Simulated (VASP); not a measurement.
# BaTiO3 in VASP: further runs, part 2 of 2

VASP 6.6.1. The steps go on from the part before.

**3. Electric field gradients, PBE (equal xy, yz and zx shear strains of +2 %)**

INCAR reads:

```
PREC = Accurate
ENCUT = 520
EDIFF = 1E-8
ISMEAR = -1
SIGMA = 0.05
LREAL = False
LASPH = True
NELM = 100
ALGO = Normal
ISIF = 2
LWAVE = False
LCHARG = False
GGA = PE
LEFG = True
NBANDS = 28
```

KPOINTS reads:

```
regular mesh
0
Gamma
  8 8 8
```

POSCAR reads:

```
BaTiO3
1.0
    4.0073000000      0.0400730000      0.0400730000
    0.0400730000      4.0073000000      0.0400730000
    0.0400730000      0.0400730000      4.0073000000
Ba Ti O
1 1 3
Direct
    0.5000000000      0.5000000000      0.5000000000
    0.0000000000      0.0000000000      0.0000000000
    0.5000000000      0.0000000000      0.0000000000
    0.0000000000      0.5000000000      0.0000000000
    0.0000000000      0.0000000000      0.5000000000
```

Potentials or basis: VASP PAW PBE potentials, release 64 (Ba_sv, Ti_sv, O).

Started as:

```bash
cat potpaw_PBE.64/Ba_sv/POTCAR potpaw_PBE.64/Ti_sv/POTCAR potpaw_PBE.64/O/POTCAR > POTCAR
mpirun -np 1 vasp_std > vasp.out
```

OUTCAR:

```text
PREC = Accurate
   ENCUT = 520
   EDIFF = 1E-8
   ISMEAR = -1
   LREAL = False
   LASPH = True
   NELM = 100
   ISIF = 2
   GGA = PE

 ion  position               nearest neighbor table
   1  0.500  0.500  0.500-   3 2.81   4 2.81   3 2.81   5 2.81   4 2.81   5 2.81   3 2.86   3 2.86
                             4 2.86   5 2.86   4 2.86   5 2.86   2 3.45   2 3.45   2 3.45   2 3.45
   2  0.000  0.000  0.000-   3 2.00   4 2.00   5 2.00   5 2.00   4 2.00   3 2.00   1 3.45   1 3.45
                             1 3.45   1 3.45   1 3.45   1 3.45   1 3.54   1 3.54
   3  0.500  0.000  0.000-   2 2.00   2 2.00   1 2.81   1 2.81   1 2.86   1 2.86
   4  0.000  0.500  0.000-   2 2.00   2 2.00   1 2.81   1 2.81   1 2.86   1 2.86
   5  0.000  0.000  0.500-   2 2.00   2 2.00   1 2.81   1 2.81   1 2.86   1 2.86

  LATTYP: Found a trigonal (rhomboedric) cell.
 ALAT       =     4.0077007100
 COS(alpha) =     0.0200959808

  Lattice vectors:

 A1 = (   4.0073000000,   0.0400730000,   0.0400730000)
 A2 = (   0.0400730000,   4.0073000000,   0.0400730000)
 A3 = (   0.0400730000,   0.0400730000,   4.0073000000)

Analysis of symmetry for initial positions (statically):
=====================================================================
 Subroutine PRICEL returns:
 Original cell was already a primitive cell.

 Routine SETGRP: Setting up the symmetry group for a
 trigonal (rhombohedral) supercell.

 Subroutine GETGRP returns: Found 12 space group operations
 (whereof 12 operations were pure point group operations)
 out of a pool of 12 trial point group operations.

The static configuration has the point symmetry D_3d.

Analysis of symmetry for dynamics (positions and initial velocities):
=====================================================================
 Subroutine PRICEL returns:
 Original cell was already a primitive cell.

 Routine SETGRP: Setting up the symmetry group for a
 trigonal (rhombohedral) supercell.

 Subroutine GETGRP returns: Found 12 space group operations
 (whereof 12 operations were pure point group operations)
 out of a pool of 12 trial point group operations.

The dynamic configuration has the point symmetry D_3d.

 Subroutine INISYM returns: Found 12 space group operations
 (whereof 12 operations are pure point group operations),
 and found     1 'primitive' translations

----------------------------------------------------------------------------------------

                                     Primitive cell

  volume of cell :      64.3319

  direct lattice vectors                    reciprocal lattice vectors
     4.007300000  0.040073000  0.040073000     0.249594006 -0.002471228 -0.002471228
     0.040073000  4.007300000  0.040073000    -0.002471228  0.249594006 -0.002471228
     0.040073000  0.040073000  4.007300000    -0.002471228 -0.002471228  0.249594006

  length of vectors
     4.007700710  4.007700710  4.007700710     0.249618472  0.249618472  0.249618472

  position of ions in fractional coordinates (direct lattice)
     0.500000000  0.500000000  0.500000000
     0.000000000  0.000000000  0.000000000
     0.500000000  1.000000000  0.000000000
     1.000000000  0.500000000  0.000000000
     0.000000000  0.000000000  0.500000000

  ion indices of the primitive-cell ions
[... 101 lines left out ...]
  Thomas-Fermi vector in A             =   2.520560
   LORBIT       =      0    0 simple, 1 ext, 2 COOP (PROOUT), +10 PAW based schemes
   GGA     = PE    functional components
   LHFCALC =     F    Hartree Fock is set to
   AEXX    =    0.0000 exact exchange contribution
   IVDW    =     0    specifies the selected vdW correction
   LEPSILON=     F    determine dielectric tensor
   LRPA    =     F    only Hartree local field effects (RPA)
 non-spin polarized calculation
  energy-cutoff  :      520.00
  volume of cell :       64.33
 maximum number of plane-waves:      1761
 NGX is ok and might be reduce to    30
   NGX = 15   NGY = 15   NGZ = 15

 number of electron      39.9999970 magnetization

 Free energy of the ion-electron system (eV)
  ---------------------------------------------------
  ext. energy  EPLUGINS =         0.00000000
  ---------------------------------------------------
  free energy    TOTEN  =       -39.94203523 eV

  energy without entropy =      -39.94203522  energy(sigma->0) =      -39.94203523

 E-fermi :   4.6905     XC(G=0): -11.2424

 val. band max:        3.8308592807   @ k =   0.5000   0.5000   0.5000
 cond. band min:       5.5061819793   @ k =   0.0000   0.0000   0.0000
 fundamental gap:      1.6753226986
 Fermi energy:         4.6904944146

 k-point     1 :       0.0000    0.0000    0.0000
  band No.  band energies     occupation
      1     -52.8449      2.00000
      2     -29.0626      2.00000
      3     -29.0626      2.00000
      4     -29.0370      2.00000
      5     -21.0127      2.00000
      6     -13.0765      2.00000
[... 733 lines left out ...]
     27      11.3510      0.00000
     28      12.4295      0.00000

 [... further k-points ...]

------------------------ aborting loop because EDIFF is reached ----------------------------------------

  FORCE on cell =-STRESS in cart. coord.  units (eV):
  Direction    XX          YY          ZZ          XY          YZ          ZX
  --------------------------------------------------------------------------------------
  -------------------------------------------------------------------------------------
  Total        1.3537546      1.3537546      1.3537546     -0.9955821     -0.9955821     -0.9955821
  in kB       33.7150951     33.7150951     33.7150951    -24.7948535    -24.7948535    -24.7948535
  external PRESSURE =      33.7150951 kB  Pullay stress =       0.0000000 kB

 VOLUME and BASIS-vectors are now :
 -----------------------------------------------------------------------------
  energy-cutoff  :      520.00
  volume of cell :       64.33
      direct lattice vectors                 reciprocal lattice vectors
     4.007300000  0.040073000  0.040073000     0.249594006 -0.002471228 -0.002471228
     0.040073000  4.007300000  0.040073000    -0.002471228  0.249594006 -0.002471228
     0.040073000  0.040073000  4.007300000    -0.002471228 -0.002471228  0.249594006

 POSITION                                       TOTAL-FORCE (eV/Angst)
 -----------------------------------------------------------------------------------
      2.04372      2.04372      2.04372        -0.000000     -0.000000     -0.000000
      0.00000      0.00000      0.00000        -0.000000     -0.000000      0.000000
      2.00365      0.02004      0.02004         0.000000     -0.000000      0.000000
      0.02004      2.00365      0.02004         0.000000     -0.000000      0.000000
      0.02004      0.02004      2.00365        -0.000000      0.000000      0.000000
 -----------------------------------------------------------------------------------
    total drift:                                0.000000     -0.000000      0.000000

  FREE ENERGIE OF THE ION-ELECTRON SYSTEM (eV)
  ---------------------------------------------------
  free  energy   TOTEN  =       -39.9420352270 eV

  energy  without entropy=      -39.9420352238  energy(sigma->0) =      -39.94203523

 Electric field gradients (V/A^2)
---------------------------------------------------------------------
 ion       V_xx      V_yy      V_zz      V_xy      V_xz      V_yz
---------------------------------------------------------------------
   1      -0.000    -0.000     0.000    13.707    13.707    13.707
   2       0.000     0.000    -0.000    -3.642    -3.642    -3.642
   3      25.222   -12.611   -12.611     2.803     2.803    -0.138
   4     -12.611    25.222   -12.611     2.803    -0.138     2.803
   5     -12.611   -12.611    25.222    -0.138     2.803     2.803
---------------------------------------------------------------------

 Electric field gradients after diagonalization (V/A^2)
 (convention: |V_zz| > |V_xx| > |V_yy|)
----------------------------------------------------------------------
 ion       V_xx      V_yy      V_zz     asymmetry (V_yy - V_xx)/ V_zz
----------------------------------------------------------------------
   1     -13.707   -13.707    27.413       0.000
   2       3.642     3.642    -7.285       0.000
   3     -13.159   -12.473    25.632       0.027
   4     -13.159   -12.473    25.632       0.027
   5     -13.159   -12.473    25.632       0.027
----------------------------------------------------------------------

           NMR quadrupolar parameters

 Cq : quadrupolar parameter    Cq=e*Q*V_zz/h
 eta: asymmetry parameters     (V_yy - V_xx)/ V_zz
 Q  : nuclear electric quadrupole moment in mb (millibarn)
----------------------------------------------------------------------
 ion       Cq(MHz)       eta       Q (mb)
----------------------------------------------------------------------
   1       0.066       0.000       1.000
   2      -0.018       0.000       1.000
   3       0.062       0.027       1.000
   4       0.062       0.027       1.000
   5       0.062       0.027       1.000
----------------------------------------------------------------------
```

OSZICAR:

```text
N       E                     dE             d eps       ncg     rms          rms(c)
DAV:   1     0.424330269103E+03    0.42433E+03   -0.20645E+04  3640   0.152E+03
DAV:   2    -0.774920486697E+01   -0.43208E+03   -0.41038E+03  4172   0.415E+02
DAV:   3    -0.489428417153E+02   -0.41194E+02   -0.40775E+02  4220   0.133E+02
DAV:   4    -0.509462332041E+02   -0.20034E+01   -0.19998E+01  5792   0.262E+01
DAV:   5    -0.509783441387E+02   -0.32111E-01   -0.32098E-01  4596   0.320E+00    0.228E+01
DAV:   6    -0.401517963275E+02    0.10827E+02   -0.57766E+01  5216   0.660E+01    0.984E+00
DAV:   7    -0.401052929817E+02    0.46503E-01   -0.99978E+00  4876   0.228E+01    0.656E+00
DAV:   8    -0.399335061377E+02    0.17179E+00   -0.65778E-01  4508   0.710E+00    0.338E+00
DAV:   9    -0.399715004825E+02   -0.37994E-01   -0.33914E-01  5204   0.486E+00    0.158E+00
DAV:  10    -0.399457845950E+02    0.25716E-01   -0.16851E-01  4232   0.427E+00    0.525E-01
DAV:  11    -0.399420527625E+02    0.37318E-02   -0.17245E-02  5028   0.888E-01    0.134E-01
DAV:  12    -0.399423380528E+02   -0.28529E-03   -0.21211E-03  4700   0.420E-01    0.154E-01
DAV:  13    -0.399420327254E+02    0.30533E-03   -0.96405E-04  4476   0.323E-01    0.186E-02
DAV:  14    -0.399420347077E+02   -0.19824E-05   -0.30925E-05  4544   0.373E-02    0.915E-03
DAV:  15    -0.399420353545E+02   -0.64679E-06   -0.30049E-06  4724   0.128E-02    0.446E-03
DAV:  16    -0.399420351689E+02    0.18562E-06   -0.12617E-06  4408   0.115E-02    0.124E-03
DAV:  17    -0.399420352263E+02   -0.57344E-07   -0.59755E-08  4312   0.242E-03    0.535E-04
DAV:  18    -0.399420352270E+02   -0.75488E-09   -0.11508E-08  2956   0.840E-04
   1 F= -.39942035E+02 E0= -.39942035E+02  d E =-.323159E-08
```

It took 3.7 min on 1 thread of Intel Xeon 8259CL, shared host; peak memory 0.25 GiB.

What came out:

```yaml
Free_energy: -39.9420 eV
Pressure: 3.4 GPa
Band_gap_on_the_k_mesh: 1.68 eV (least direct gap 1.78 eV)
Largest_electric_field_gradient_by_atom: Ba +27.4; Ti -7.3; O +25.6 V/Å²
```

Electric field gradients, principal values (V/Å²):
```tsv
atom	least	middle	greatest (by size)
1 Ba	-13.707	-13.707	27.413
2 Ti	3.642	3.642	-7.285
3 O	-12.473	-13.159	25.632
4 O	-12.473	-13.159	25.632
5 O	-12.473	-13.159	25.632
```

Caveat: the cell differs from its parent crystal (equal xy, yz and zx shear strains of +2 %); the cell stands under pressure; without QUAD_EFG the Cq values of the log hold for a quadrupole moment of 1 mb, not for the nuclei; spin-orbit coupling is left out, which moves the levels of the heavy elements. A k mesh can miss the band edges.

**4. Electric field gradients, PBE (zz strain of +1 %)**

INCAR reads:

```
PREC = Accurate
ENCUT = 1000
EDIFF = 1E-8
ISMEAR = -1
SIGMA = 0.05
LREAL = F
LASPH = T
NELM = 120
ALGO = Normal
ISIF = 2
LWAVE = F
LCHARG = F
GGA = PE
LEFG = T
NBANDS = 28
GGA_COMPAT = F
```

KPOINTS reads:

```
Automatic mesh
0
Gamma
  8 8 8
```

Changes to POSCAR since step 3:

```diff
@@ -2,5 +2,5 @@
 1.0
-    4.0073000000      0.0400730000      0.0400730000
-    0.0400730000      4.0073000000      0.0400730000
-    0.0400730000      0.0400730000      4.0073000000
+    4.0073000000      0.0000000000      0.0000000000
+    0.0000000000      4.0073000000      0.0000000000
+    0.0000000000      0.0000000000      4.0473730000
 Ba Ti O
```

Potentials or basis: VASP PAW PBE potentials, release 64 (Ba_sv, Ti_sv, O_h).

Started as:

```bash
cat potpaw_PBE.64/Ba_sv/POTCAR potpaw_PBE.64/Ti_sv/POTCAR potpaw_PBE.64/O_h/POTCAR > POTCAR
mpirun -np 1 vasp_std > vasp.out
```

OUTCAR:

```text
PREC = Accurate
   ENCUT = 1000
   EDIFF = 1E-8
   ISMEAR = -1
   LREAL = F
   LASPH = T
   NELM = 120
   ISIF = 2
   GGA = PE

 ion  position               nearest neighbor table
   1  0.500  0.500  0.500-   5 2.83   5 2.83   5 2.83   5 2.83   4 2.85   3 2.85   4 2.85   3 2.85
                             4 2.85   3 2.85   4 2.85   3 2.85   2 3.48   2 3.48   2 3.48   2 3.48
   2  0.000  0.000  0.000-   3 2.00   4 2.00   4 2.00   3 2.00   5 2.02   5 2.02   1 3.48   1 3.48
                             1 3.48   1 3.48   1 3.48   1 3.48   1 3.48   1 3.48
   3  0.500  0.000  0.000-   2 2.00   2 2.00   1 2.85   1 2.85   1 2.85   1 2.85
   4  0.000  0.500  0.000-   2 2.00   2 2.00   1 2.85   1 2.85   1 2.85   1 2.85
   5  0.000  0.000  0.500-   2 2.02   2 2.02   1 2.83   1 2.83   1 2.83   1 2.83

  LATTYP: Found a simple tetragonal cell.
 ALAT       =     4.0073000000
 C/A-ratio  =     1.0100000000

  Lattice vectors:

 A1 = (   4.0073000000,   0.0000000000,   0.0000000000)
 A2 = (   0.0000000000,   4.0073000000,   0.0000000000)
 A3 = (   0.0000000000,   0.0000000000,   4.0473730000)

Analysis of symmetry for initial positions (statically):
=====================================================================
 Subroutine PRICEL returns:
 Original cell was already a primitive cell.
[... 956 lines left out ...]
    total drift:                                0.000000      0.000000     -0.000000

  FREE ENERGIE OF THE ION-ELECTRON SYSTEM (eV)
  ---------------------------------------------------
  free  energy   TOTEN  =       -40.0055186238 eV

  energy  without entropy=      -40.0055186207  energy(sigma->0) =      -40.00551862

 Electric field gradients (V/A^2)
---------------------------------------------------------------------
 ion       V_xx      V_yy      V_zz      V_xy      V_xz      V_yz
---------------------------------------------------------------------
   1      -0.883    -0.883     1.766     0.000    -0.000    -0.000
   2      -4.219    -4.219     8.438     0.000     0.000    -0.000
   3      24.598   -13.966   -10.632    -0.000     0.000    -0.000
   4     -13.966    24.598   -10.632     0.000     0.000    -0.000
   5     -14.580   -14.580    29.161    -0.000     0.000    -0.000
---------------------------------------------------------------------

 Electric field gradients after diagonalization (V/A^2)
 (convention: |V_zz| > |V_xx| > |V_yy|)
----------------------------------------------------------------------
 ion       V_xx      V_yy      V_zz     asymmetry (V_yy - V_xx)/ V_zz
----------------------------------------------------------------------
   1      -0.883    -0.883     1.766       0.000
   2      -4.219    -4.219     8.438       0.000
   3     -13.966   -10.632    24.598       0.136
   4     -13.966   -10.632    24.598       0.136
   5     -14.580   -14.580    29.161       0.000
----------------------------------------------------------------------

           NMR quadrupolar parameters

 Cq : quadrupolar parameter    Cq=e*Q*V_zz/h
 eta: asymmetry parameters     (V_yy - V_xx)/ V_zz
 Q  : nuclear electric quadrupole moment in mb (millibarn)
----------------------------------------------------------------------
 ion       Cq(MHz)       eta       Q (mb)
----------------------------------------------------------------------
   1       0.004       0.000       1.000
   2       0.020       0.000       1.000
   3       0.059       0.136       1.000
   4       0.059       0.136       1.000
   5       0.071       0.000       1.000
----------------------------------------------------------------------
```

stdout:

```text
POSCAR found type information on POSCAR BaTiO
 POSCAR found :  3 types and       5 ions
 scaLAPACK will be used
 LDA part: xc-table for (Slater+PW92), standard interpolation
 POSCAR, INCAR and KPOINTS ok, starting setup
 FFT: planning ... GRIDC
 FFT: planning ... GRID_SOFT
 FFT: planning ... GRID
 WAVECAR not read
 entering main loop
ion   1

ion   2

ion   3

ion   4

ion   5
```

Run time: 6.2 min. Hardware: 1 thread of Intel Xeon Platinum 8259CL at 2.50GHz (Skylake/Cascade Lake), shared host; peak memory 0.52 GiB.

What came out:

```yaml
Free_energy: -40.0055 eV
Pressure: 1.6 GPa
Band_gap_on_the_k_mesh: 1.70 eV (least direct gap 1.87 eV)
Largest_electric_field_gradient_by_atom: Ba +1.8; Ti +8.4; O +24.6, +29.2 (each value once) V/Å²
```

Electric field gradients, principal values (V/Å²):
| atom | least | middle | greatest (by size) |
| --- | --- | --- | --- |
| 1 Ba | -0.883 | -0.883 | 1.766 |
| 2 Ti | -4.219 | -4.219 | 8.438 |
| 3 O | -10.632 | -13.966 | 24.598 |
| 4 O | -10.632 | -13.966 | 24.598 |
| 5 O | -14.580 | -14.580 | 29.161 |

Caveat: the cell differs from its parent crystal (zz strain of +1 %); without QUAD_EFG the Cq values of the log hold for a quadrupole moment of 1 mb, not for the nuclei; spin-orbit coupling is left out, which moves the levels of the heavy elements. A k mesh can miss the band edges.

**5. Summary**

```tsv
potentials or basis	cell	cutoff (eV)	gap on the mesh (eV)	pressure (GPa)
VASP PAW PBE potentials, release 64 (Ba_sv, Ti_sv, O)	a = 4.007 Å, angles 90.6°, 5 atoms	520	1.69	3.3
VASP PAW PBE potentials, release 64 (Ba_sv, Ti_sv, O)	a = 4.008 Å, angles 88.8°, 5 atoms	520	1.68	3.4
VASP PAW PBE potentials, release 64 (Ba_sv, Ti_sv, O_h)	a = 4.007, b = 4.007, c = 4.047 Å, 5 atoms	1000	1.70	1.6
```

Alike in all rows: task electric field gradients; level PBE; no spin polarisation; k mesh 8 × 8 × 8; smearing fermi-dirac 0.05 eV.

Caveats: spin-orbit coupling is left out, which moves the levels of the heavy elements; the cell stands under pressure (at least some runs).

Absolute energies hang on the potentials; compare differences alone.
